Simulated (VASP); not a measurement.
Here is a VASP 6.6.1 calculation.

File INCAR:

```
SYSTEM = Pd
PREC     = Accurate       ! precision mode
ENCUT    = 520            ! plane-wave cutoff, eV
EDIFF    = 1E-7           ! SCF threshold, eV
ISMEAR   = -1             ! smearing method
SIGMA    = 0.05           ! smearing width, eV
LREAL    = .FALSE.        ! projectors in reciprocal space
LASPH    = .TRUE.         ! aspherical terms in the spheres
NELM     = 100            ! most SCF steps
ALGO     = Normal         ! electronic algorithm
ISIF     = 2              ! what is computed and relaxed
LWAVE    = .FALSE.        ! write WAVECAR
LCHARG   = .FALSE.        ! write CHGCAR
GGA      = PS             ! functional
NBANDS   = 17             ! bands
```

Contents of KPOINTS:

```
Automatic mesh
0
G
  12 12 12
  0 0 0
```

POSCAR

```
Pd
1.0
    0.0000000000      2.3976282119      2.3976282119
    2.3976282119      0.0000000000      2.3976282119
    2.3976282119      2.3976282119      0.0000000000
Pd
2
Direct
   -0.1250000000     -0.1250000000     -0.1250000000
    0.1250000000      0.1250000000      0.1250000000
```

Potentials or basis: VASP PAW PBE potentials, release 64 (Pd).

Run with:

```console
$ cat potpaw_PBE.64/Pd/POTCAR > POTCAR
$ mpirun -np 1 vasp_std > vasp.out
```

**Question.** Estimate the band gap on the k mesh.

**Answer.** Zero (band 10 reaches 12.44 eV, above the bottom of band 11 at 11.51 eV).

**Question.** What does it give for the pressure?

**Answer.** 148.6 GPa.

Caveat: the PAW data sets were made with another functional, which shifts forces and pressure a little.
